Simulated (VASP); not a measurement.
MoSe, 2 atoms in the cell. The structure is cubic, space group Pm-3m (No. 221). The conventional cell has a = 3.280 Å, b = 3.280 Å, c = 3.280 Å, α = 90.00°, β = 90.00°, γ = 90.00°. Within 3.7 Å of Mo (site symmetry m-3m) lie 8 Se at 2.84 Å and 6 Mo at 3.28 Å. Within 3.7 Å of Se (site symmetry m-3m) lie 8 Mo at 2.84 Å and 6 Se at 3.28 Å. 

| Quantity | Value |
| --- | --- |
| Program | VASP 6.6.1 |
| Task | single point |
| Functional | PBE |
| Potentials or basis | VASP PAW PBE potentials, release 64 (Mo_sv, Se) |
| Cutoff | 520 eV |
| k mesh | 12 × 12 × 12 |
| Occupations | gaussian, width 0.1 eV |
| Spin | collinear spin |
| Starting moments | [2.0, 0.0] μB |
| Hubbard terms | Mo d U = 4.38 eV |
| Dipole correction | no |
| Further INCAR settings | ALGO = Normal; EDIFF = 1e-06; NBANDS = 21 |

Potentials or basis: VASP PAW PBE potentials, release 64 (Mo_sv, Se).

The run is started by

```console
$ cat potpaw_PBE.64/Mo_sv/POTCAR potpaw_PBE.64/Se/POTCAR > POTCAR
$ mpirun -np 1 vasp_std > vasp.out
```

Hardware: 1 thread of Intel Xeon 8259CL, with other jobs on the host.

Task: Estimate the wall time of this run.

Result: Wall time 2.1 min on 1 thread of Intel Xeon 8259CL (shared host), peak memory 0.21 GiB. Counts: scf iterations 15, k points 84.
